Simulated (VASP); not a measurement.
The system is Sb2As2C.

```xyz
5
Lattice="3.4463 0.0000 0.0000 -1.7231 2.9846 0.0000 0.0000 0.0000 9.6494" Properties=species:S:1:pos:R:3 pbc="T T T"
Sb    1.7231    0.9949    3.3292
Sb    0.0000    1.9897    6.3202
As    1.7231    0.9949    8.3835
As    0.0000    1.9897    1.2659
C     0.0000    0.0000    0.0000
```

The cell was built from a structure type or drawn by symmetry, and may not be a known phase.

| Property | Result |
| --- | --- |
| Program | VASP 6.6.1 |
| Task | relaxation of cell and atoms |
| Functional | PBE |
| Potentials or basis | VASP PAW PBE potentials, release 64 (Sb, As, C) |
| Cutoff | 600 eV |
| k mesh | 12 × 12 × 4 |
| Occupations | gaussian, width 0.1 eV |
| Spin | no spin polarisation |

At the start: pressure 0.3 GPa; volume 19.85 Å³/atom.

**Question.** Where does the relaxation end?

**Answer.** Over 17 steps the energy falls by 34.2 meV/atom and the volume is 19.90 Å³/atom (+0.3 %); space group P-3m1 (No. 164, to 0.1 Å) before and after.

Step by step:
```csv
step,energy change (eV),largest force (eV/Å),pressure (GPa),volume (Å³)
1,0.0000,0.5003,0.31,99.25
2,-0.0568,0.3584,-0.33,99.78
3,-0.1423,0.0835,-1.25,100.95
4,-0.0647,0.9318,-0.52,102.65
5,-0.1523,0.2092,-1.27,101.48
6,-0.1576,0.2449,1.86,97.76
7,-0.1662,0.2330,0.43,99.37
8,-0.1695,0.1290,-0.16,99.71
9,-0.1709,0.0201,0.04,99.60
10,-0.1709,0.0196,0.05,99.59
11,-0.1710,0.0113,-0.06,99.71
12,-0.1710,0.0129,-0.05,99.69
13,-0.1710,0.0105,-0.03,99.65
14,-0.1711,0.0198,0.01,99.55
15,-0.1711,0.0247,0.02,99.51
16,-0.1711,0.0147,0.00,99.51
17,-0.1711,0.0035,-0.03,99.50
```

Final structure:
```
Sb As C
1.0
     3.28869    0.00000    0.00000
    -1.64434    2.84809    0.00000
     0.00000    0.00000   10.62332
Sb As C
2 2 1
Cartesian
  1.6443 0.9494 3.7243
  0.0000 1.8987 6.8990
  1.6443 0.9494 9.3493
  0.0000 1.8987 1.2740
  0.0000 0.0000 0.0000
```

Caveat: this functional lacks dispersion, which binds the layers, so the pressure and a relaxed spacing across them are unreliable.
